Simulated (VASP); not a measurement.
# MgS (P6_3mc) in VASP: further runs, part 3 of 3

VASP 6.6.1. Earlier steps stand in the parts before.

## (6) Relaxation of cell and atoms, PBEsol+D3(BJ)

This run uses another cell than the first one, of 22.67 Å³/atom, 1.005 times its volume.

INCAR

```
  PREC = Accurate
  ENCUT = 600
  EDIFF = 1E-6
  ISMEAR = 0
  SIGMA = 0.01
  LREAL = False
  LASPH = True
  NELM = 60
  ALGO = Normal
  ISIF = 3
  LWAVE = False
  LCHARG = False
  GGA = PS
  IVDW = 12
  IBRION = 2
  NSW = 50
  EDIFFG = -0.005
```

KPOINTS

```
Automatic mesh
0
Gamma
  5 5 3
```

POSCAR

```
MgS
1.0
    4.0346200000      0.0000000000      0.0000000000
   -2.0173100000      3.4940900000      0.0000000000
    0.0000000000      0.0000000000      6.4322900000
Mg S
2 2
Direct
    0.6666666667      0.3333333333      0.4957500000
    0.3333333333      0.6666666667      0.9957500000
    0.3333333333      0.6666666667      0.3792400000
    0.6666666667      0.3333333333      0.8792400000
```

Potentials or basis: VASP PAW PBE potentials, release 64 (Mg, S).

The run is started by

```console
cat potpaw_PBE.64/Mg/POTCAR potpaw_PBE.64/S/POTCAR > POTCAR
mpirun -np 1 vasp_std > vasp.out
```

OUTCAR:

```text
PREC = Accurate
   ENCUT = 600
   EDIFF = 1E-6
   ISMEAR = 0
   LREAL = False
   LASPH = True
   NELM = 60
   ISIF = 3
   GGA = PS
   IVDW = 12
   IBRION = 2
   NSW = 50
   EDIFFG = -0.005
 IVDW          = 12

 ion  position               nearest neighbor table
   1  0.667  0.333  0.496-   3 2.45   3 2.45   3 2.45   4 2.47
   2  0.333  0.667  0.996-   4 2.45   4 2.45   4 2.45   3 2.47
   3  0.333  0.667  0.379-   1 2.45   1 2.45   1 2.45   2 2.47
   4  0.667  0.333  0.879-   2 2.45   2 2.45   2 2.45   1 2.47

  LATTYP: Found a hexagonal cell.
 ALAT       =     4.0346200000
 C/A-ratio  =     1.5942740580

  Lattice vectors:

 A1 = (   4.0346200000,   0.0000000000,   0.0000000000)
 A2 = (  -2.0173100000,   3.4940900000,   0.0000000000)
 A3 = (   0.0000000000,   0.0000000000,   6.4322900000)

Analysis of symmetry for initial positions (statically):
=====================================================================
 Subroutine PRICEL returns:
 Original cell was already a primitive cell.

 Routine SETGRP: Setting up the symmetry group for a
 hexagonal supercell.

 Subroutine GETGRP returns: Found 12 space group operations
 (whereof  6 operations were pure point group operations)
 out of a pool of 24 trial point group operations.

The static configuration has the point symmetry C_3v.
 The point group associated with its full space group is C_6v.

Analysis of symmetry for dynamics (positions and initial velocities):
=====================================================================
 Subroutine PRICEL returns:
 Original cell was already a primitive cell.

 Routine SETGRP: Setting up the symmetry group for a
 hexagonal supercell.

 Subroutine GETGRP returns: Found 12 space group operations
 (whereof  6 operations were pure point group operations)
 out of a pool of 24 trial point group operations.

The dynamic configuration has the point symmetry C_3v.
 The point group associated with its full space group is C_6v.

 Subroutine INISYM returns: Found 12 space group operations
 (whereof  6 operations are pure point group operations),
 and found     1 'primitive' translations

----------------------------------------------------------------------------------------
[... 85 lines left out ...]
   NSW    =     50    number of steps for IOM
   IBRION =      2    ionic relax: 0-MD 1-quasi-New 2-CG
   NFREE  =      1    steps in history (QN), initial steepest desc. (CG)
   ISIF   =      3    stress and relaxation
   ISYM   =      2    0-nonsym 1-usesym 2-fastsym
   POTIM  = 0.5000    time-step for ionic-motion
   TEBEG  =    0.0;   TEEND  =   0.0 temperature during run
   PSTRESS=    0.0 pullay stress
   NELECT =      16.0000    total number of electrons
   NUPDOWN=      -1.0000    fix difference up-down
   EMIN   =  10.00;   EMAX   =-10.00  energy-range for DOS
   EFERMI =   0.00;   METHOD = LEGACY
   ISMEAR =     0;   SIGMA  =   0.01  broadening in eV -4-tet -1-fermi 0-gaus
   EFERMI_NEDOS =   21; number of points for ismear=-14 and -15
   IALGO  =     38    algorithm
   IMIX   =      4    mixing-type and parameters
     AMIX     =   0.40;   BMIX     =  1.00
     AMIX_MAG =   1.60;   BMIX_MAG =  1.00
  volume/ion in A,a.u.               =      22.67       152.98
  Fermi-wavevector in a.u.,A,eV,Ry     =   0.918221  1.735187 11.471486  0.843130
  Thomas-Fermi vector in A             =   2.043279
   LORBIT       =      0    0 simple, 1 ext, 2 COOP (PROOUT), +10 PAW based schemes
   GGA     = PS    functional components
   LHFCALC =     F    Hartree Fock is set to
   AEXX    =    0.0000 exact exchange contribution
   IVDW    =    12    specifies the selected vdW correction
   LEPSILON=     F    determine dielectric tensor
   LRPA    =     F    only Hartree local field effects (RPA)
 conjugate gradient relaxation of ions
 non-spin polarized calculation
 Gauss-broadening in eV      SIGMA  =   0.01
  energy-cutoff  :      600.00
  volume of cell :       90.68
 maximum number of plane-waves:      3058
   NGX = 17   NGY = 17   NGZ = 25

--------------------------------------- Ionic step        1  -------------------------------------------

 number of electron      15.9999999 magnetization

 Free energy of the ion-electron system (eV)
  ---------------------------------------------------
  ext. energy  EPLUGINS =         0.00000000
  ---------------------------------------------------
  free energy    TOTEN  =       -17.86948650 eV

  energy without entropy =      -17.86948650  energy(sigma->0) =      -17.86948650

------------------------ aborting loop because EDIFF is reached ----------------------------------------

 Edisp (eV)   -0.94080

 E8    (eV) :    -0.5874
[... 327 lines left out ...]
--------------------------------------- Ionic step        9  -------------------------------------------

 number of electron      16.0000000 magnetization

 Free energy of the ion-electron system (eV)
  ---------------------------------------------------
  ext. energy  EPLUGINS =         0.00000000
  ---------------------------------------------------
  free energy    TOTEN  =       -17.85629751 eV

  energy without entropy =      -17.85629751  energy(sigma->0) =      -17.85629751

 E-fermi :   1.4585     XC(G=0):  -8.7078

 val. band max:        1.3744046082   @ k =   0.0000   0.0000   0.0000
 cond. band min:       4.8167245417   @ k =   0.0000   0.0000   0.0000
 fundamental gap:      3.4423199335
 Fermi energy:         1.4584888515

 k-point     1 :       0.0000    0.0000    0.0000
  band No.  band energies     occupation
      1     -10.1705      2.00000
      2      -9.3607      2.00000
      3      -2.0397      2.00000
      4       0.7554      2.00000
      5       0.7554      2.00000
      6       1.2022      2.00000
      7       1.2022      2.00000
      8       1.3744      2.00000
      9       4.8167      0.00000
     10       6.0254      0.00000
     11       8.8088      0.00000
     12       8.8088      0.00000
[... 168 lines left out ...]
  FREE ENERGIE OF THE ION-ELECTRON SYSTEM (eV)
  ---------------------------------------------------
  free  energy   TOTEN  =       -18.8314433290 eV

  energy  without entropy=      -18.8314433290  energy(sigma->0) =      -18.83144333

 reached required accuracy - stopping structural energy minimisation
```

OSZICAR:

```text
N       E                     dE             d eps       ncg     rms          rms(c)
DAV:   1     0.711428230276E+02    0.71143E+02   -0.65333E+03   240   0.120E+03
DAV:   2    -0.121477641541E+02   -0.83291E+02   -0.77682E+02   368   0.168E+02
DAV:   3    -0.187182212218E+02   -0.65705E+01   -0.65482E+01   308   0.544E+01
DAV:   4    -0.188195578715E+02   -0.10134E+00   -0.10129E+00   288   0.816E+00
[... 53 lines left out ...]
   8 F= -.18831435E+02 E0= -.18831435E+02  d E =-.122778E-04
       N       E                     dE             d eps       ncg     rms          rms(c)
DAV:   1    -0.178562973742E+02   -0.35338E-04   -0.41665E-04   240   0.131E-01    0.105E-02
DAV:   2    -0.178562979250E+02   -0.55080E-06   -0.21887E-05   288   0.380E-02    0.662E-03
DAV:   3    -0.178562975050E+02    0.42004E-06   -0.31341E-07   128   0.519E-03
   9 F= -.18831443E+02 E0= -.18831443E+02  d E =-.870652E-05
```

CONTCAR:

```text
MgS
   1.00000000000000
     3.9913934658683923   -0.0000000000000000    0.0000000000000000
    -1.9956967329341961    3.4566545116318106   -0.0000000000000000
     0.0000000000000000    0.0000000000000000    6.3416774230277717
  Mg              S
     2     2
Direct
     0.6666666667000030    0.3333333332999970    0.4959446144012401
     0.3333333332999970    0.6666666667000030    0.9959446144012400
     0.3333333332999970    0.6666666667000030    0.3790453855987638
     0.6666666667000030    0.3333333332999970    0.8790453855987639

  0.00000000E+00  0.00000000E+00  0.00000000E+00
  0.00000000E+00  0.00000000E+00  0.00000000E+00
  0.00000000E+00  0.00000000E+00  0.00000000E+00
  0.00000000E+00  0.00000000E+00  0.00000000E+00
```

It took 64 s on 1 thread of Intel Xeon 6975P-C, shared host; peak memory 0.24 GiB.

What came out:

| Property | Result |
| --- | --- |
| Free energy | -18.8314 eV |
| Relaxed volume | 21.87 Å³/atom |
| Relaxed cell | a = 3.991 Å, b = 3.991 Å, c = 6.342 Å, α = 90.00°, β = 90.00°, γ = 120.00° |
| Space group after relaxing (to 0.05 Å) | P6_3mc (No. 186) |
| Energy gained by relaxing | 5.3 meV/atom |
| Ionic steps | 9 |
| Pressure after relaxing | 0.0 GPa |
| Band gap on the k mesh | 3.44 eV, direct |
| Dispersion energy per atom | -0.244 eV |

Forces on the atoms (eV/Å):
```
Mg   0.000  0.000 -0.003
Mg   0.000  0.000 -0.003
S    0.000  0.000  0.003
S    0.000  0.000  0.003
```

Step by step:
```csv
step,energy change (eV),largest force (eV/Å),pressure (GPa),volume (Å³)
1,0.0000,0.0447,-2.02,90.68
2,-0.0205,0.0050,0.39,86.98
3,-0.0211,0.0032,0.01,87.50
4,-0.0211,0.0042,-0.03,87.57
5,-0.0211,0.0045,-0.03,87.57
6,-0.0211,0.0053,-0.03,87.57
7,-0.0212,0.0052,0.00,87.52
8,-0.0212,0.0052,0.02,87.49
9,-0.0212,0.0027,0.02,87.50
```

Final structure:
```
CELL_PARAMETERS angstrom
3.99139 0.00000 0.00000
-1.99570 3.45665 0.00000
0.00000 0.00000 6.34168
ATOMIC_POSITIONS crystal
Mg 0.66667 0.33333 0.49594
Mg 0.33333 0.66667 0.99594
S 0.33333 0.66667 0.37905
S 0.66667 0.33333 0.87905
```

Caveat: the PAW data sets were made with another functional, which shifts forces and pressure a little. As with any semilocal functional, this PBEsol gap is likely too small.

## (7) Relaxation of cell and atoms, BLYP+D3(BJ)

This run uses another cell than the first one, of 22.67 Å³/atom, 1.005 times its volume.

INCAR

```
AGGAC    = 1.0          
AGGAX    = 1.0          
ALDAC    = 0.0          
ALDAX    = 1.0          
ALGO     = Normal         # electronic algorithm
EDIFF    = 1E-6           # SCF threshold, eV
EDIFFG   = -0.005         # ionic threshold
ENCUT    = 600            # plane-wave cutoff, eV
GGA      = B5             # functional
IBRION   = 2              # ionic algorithm
ISIF     = 3              # what is computed and relaxed
ISMEAR   = 0              # smearing method
IVDW     = 12             # dispersion correction
LASPH    = T              # aspherical terms in the spheres
LCHARG   = F              # write CHGCAR
LREAL    = F              # projectors in reciprocal space
LWAVE    = F              # write WAVECAR
NELM     = 80             # most SCF steps
NSW      = 50             # ionic steps
PREC     = Accurate       # precision mode
SIGMA    = 0.01           # smearing width, eV
VDW_A1   = 0.4298       
VDW_A2   = 4.2359       
VDW_S6   = 1.0          
VDW_S8   = 2.6996
```

KPOINTS

```
k-points
0
Gamma
  5 5 3
```

POSCAR is that of step 6.

The run is started by

```console
cat potpaw_PBE.64/Mg/POTCAR potpaw_PBE.64/S/POTCAR > POTCAR
mpirun -np 1 vasp_std > vasp.out
```

Wall time 3 min (1 thread of Intel Xeon 6975P-C, shared host); peak memory 0.24 GiB.

It converged, with:

| Property | Result |
| --- | --- |
| Free energy | -17.7828 eV |
| Relaxed volume | 21.78 Å³/atom |
| Relaxed cell | a = 3.970 Å, b = 3.970 Å, c = 6.382 Å, α = 90.00°, β = 90.00°, γ = 120.00° |
| Space group after relaxing (to 0.05 Å) | P6_3mc (No. 186) |
| Energy gained by relaxing | 7.3 meV/atom |
| Ionic steps | 9 |
| Pressure after relaxing | 0.0 GPa |
| Band gap on the k mesh | 3.83 eV, direct |
| Dispersion energy per atom | -0.617 eV |

Forces on the atoms (eV/Å):
```
Mg   0.000  0.000  0.002
Mg   0.000  0.000  0.002
S    0.000  0.000 -0.002
S    0.000  0.000 -0.002
```

Step by step:
| step | energy change (eV) | largest force (eV/Å) | pressure (GPa) | volume (Å³) |
| --- | --- | --- | --- | --- |
| 1 | 0.0000 | 0.0635 | -2.36 | 90.68 |
| 2 | -0.0272 | 0.0279 | 0.51 | 86.37 |
| 3 | -0.0283 | 0.0343 | 0.01 | 87.02 |
| 4 | -0.0283 | 0.0336 | 0.07 | 86.95 |
| 5 | -0.0285 | 0.0210 | 0.07 | 86.96 |
| 6 | -0.0288 | 0.0173 | 0.06 | 86.99 |
| 7 | -0.0289 | 0.0109 | 0.02 | 87.03 |
| 8 | -0.0291 | 0.0052 | -0.06 | 87.15 |
| 9 | -0.0291 | 0.0022 | -0.03 | 87.13 |

Final structure:
```xyz
4
Lattice="3.9703 0.0000 0.0000 -1.9852 3.4384 0.0000 0.0000 0.0000 6.3823" Properties=species:S:1:pos:R:3 pbc="T T T"
Mg    1.9852    1.1461    3.1754
Mg    0.0000    2.2923    6.3665
S     0.0000    2.2923    2.4090
S     1.9852    1.1461    5.6002
```

Levels at points of the mesh, in eV from the valence-band top:
```tsv
k point	band 6	band 7	band 8	band 9	band 10	band 11
(0.00, 0.00, 0.00)	-0.09	-0.09	0.00	3.83	4.98	7.70
```

Caveat: the PAW data sets were made with another functional, which shifts forces and pressure a little.

## (8) The runs side by side

| task | level | cell | cutoff (eV) | gap on the mesh (eV) | pressure (GPa) | relaxed volume (Å³/atom) |
| --- | --- | --- | --- | --- | --- | --- |
| single point | PBEsol | a = 4.030, b = 4.030, c = 6.414 Å, angles 90.0, 90.0, 120.0°, 4 atoms | 520 | 3.30 | -0.1 | - |
| single point | PBEsol+D3(BJ) | a = 3.994, b = 3.994, c = 6.338 Å, angles 90.0, 90.0, 120.0°, 4 atoms | 520 | 3.43 | 0.0 | - |
| single point | BLYP+D3(BJ) | a = 3.970, b = 3.970, c = 6.386 Å, angles 90.0, 90.0, 120.0°, 4 atoms | 520 | 3.83 | -0.1 | - |
| relaxation of cell and atoms | PBEsol | relaxed from a = 4.035, b = 4.035, c = 6.432 Å, angles 90.0, 90.0, 120.0°, 4 atoms | 600 | 3.30 | 0.0 | 22.53 |
| relaxation of cell and atoms | PBEsol+D3(BJ) | relaxed from a = 4.035, b = 4.035, c = 6.432 Å, angles 90.0, 90.0, 120.0°, 4 atoms | 600 | 3.44 | 0.0 | 21.87 |
| relaxation of cell and atoms | BLYP+D3(BJ) | relaxed from a = 4.035, b = 4.035, c = 6.432 Å, angles 90.0, 90.0, 120.0°, 4 atoms | 600 | 3.83 | 0.0 | 21.78 |

Alike in all rows: potentials or basis VASP PAW PBE potentials, release 64 (Mg, S); no spin polarisation; k mesh 5 × 5 × 3; smearing gaussian 0.01 eV.

Caveats: the PAW data sets were made with another functional, which shifts forces and pressure a little.

Total energies depend on the potentials used, so only differences within one code and one set of settings carry meaning.
